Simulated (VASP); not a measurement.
Nd2ScCl2, 5 atoms in the cell. It takes space group Cmmm (No. 65, orthorhombic). Conventional cell: a = 3.914 Å, b = 16.877 Å, c = 3.987 Å, α = 90.00°, β = 90.00°, γ = 90.00°. Within 4.3 Å of Nd (site symmetry m2m) lie 6 Cl at 2.87 to 4.21 Å and 4 Sc at 3.45 Å and 5 Nd at 3.91 to 4.06 Å. Sc (site symmetry mmm) has 2 Cl at 2.70 Å and 8 Nd at 3.45 Å within 3.6 Å. Within 3.7 Å of Cl (site symmetry m2m) lie 1 Sc at 2.70 Å and 4 Nd at 2.87 Å and 2 Cl at 3.61 Å. The cell was generated, and may not be a known phase.

```yaml
Program: VASP 6.6.1
Task: single point
Functional: PBE
Potentials_or_basis: VASP PAW PBE potentials, release 64 (Nd_3, Sc_sv, Cl), 4f in core
Cutoff: 500 eV
k_mesh: 4 × 4 × 4
Occupations: gaussian, width 0.1 eV
Spin: no spin polarisation
Dipole_correction: no
Further_INCAR_settings: ALGO = Normal; EDIFF = 1e-06; NBANDS = 32
```

Potentials or basis: VASP PAW PBE potentials, release 64 (Nd_3, Sc_sv, Cl), 4f in core.

Command:

```bash
$ cat potpaw_PBE.64/Nd_3/POTCAR potpaw_PBE.64/Sc_sv/POTCAR potpaw_PBE.64/Cl/POTCAR > POTCAR
$ mpirun -np 1 vasp_std > vasp.out
```

Hardware: 1 thread of Intel(R) Xeon(R) 6975P-C (Granite Rapids) (shared host).

Q: How long does it take, and how much memory?

A: It took 80 s on 1 thread of Intel(R) Xeon(R) 6975P-C (Granite Rapids), with other jobs on the host, peak memory 0.39 GiB. Counts: scf iterations 14, k points 21.
